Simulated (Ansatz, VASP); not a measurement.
# Two plane-wave programs on Bi2Te3

```xyz
5
Lattice="4.4367 0.0000 0.0000 -2.2184 3.8423 0.0000 0.0000 0.0000 41.0302" Properties=species:S:1:pos:R:3 pbc="T T T"
Te    0.0000    0.0000   16.8059
Te    2.2184    1.2808   20.5151
Te    0.0000    2.5615   24.2243
Bi    0.0000    2.5615   18.5087
Bi    0.0000    0.0000   22.5215
```

Change from the starting cell: biaxial strain +0.020, atoms relaxed.

Alike in both runs: functional PBE; dispersion D3(BJ); k mesh 6 × 6 × 1; occupations gaussian, width 0.02 eV; no spin polarisation.

Ansatz relaxed the structure, and its values are those at the end. VASP's run is a single point on that final structure, the one shown.

```csv
,VASP,Ansatz
version,VASP 6.6.1,Ansatz 0.2.0
potentials or method,"VASP PAW PBE potentials, release 64 (Te, Bi_d), cutoff 520 eV","scalar-relativistic, plane waves, PAW"
valence electrons in the cell,48,78
```

```tsv
	VASP	Ansatz	Ansatz less VASP
gap on the k mesh at the Fermi level (eV)	0.91	0.92	+0.009
least direct gap on the mesh (eV)	1.23	1.24	+0.010
rms of the force components (eV/Å)	0.005	0.000	-0.0041
```

VASP's potentials hold 48 valence electrons a cell and Ansatz's 78, so a difference there can come from the potentials and not from the codes. Ansatz's warnings: stress scf threshold loose.

Neither program's run includes spin-orbit coupling.
